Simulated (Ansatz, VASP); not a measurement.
# Two plane-wave programs on TiAl3

```
Ti Al
1.0
    -1.91111    1.91111    4.28067
     1.91111   -1.91111    4.28067
     1.91111    1.91111   -4.28067
Ti Al
1 3
Direct
  0.00000 0.00000 0.00000
  0.25000 0.75000 0.50000
  0.75000 0.25000 0.50000
  0.50000 0.50000 0.00000
```

Alike in both runs: task single point; functional PBE; k mesh 10 × 10 × 10; occupations gaussian, width 0.013 eV; no spin polarisation.

|  | VASP | Ansatz |
| --- | --- | --- |
| version | VASP 6.6.1 | Ansatz 0.2.0 |
| potentials or method | VASP PAW PBE potentials, release 64 (Ti_sv, Al) | Ansatz PAW |
| plane-wave cutoff (eV) | 520 | 420 |
| valence electrons in the cell | 21 | 21 |

|  | VASP | Ansatz | Ansatz less VASP |
| --- | --- | --- | --- |
| gap on the k mesh at the Fermi level (eV) | none | none | - |
| pressure (GPa) | 2.1 | 2.1 | +0.02 |
| traceless stress, the component that is largest in VASP (GPa) | -0.14 | -0.14 | +0.004 |

A gap of «none» marks a metal or a gap that the smearing closes.
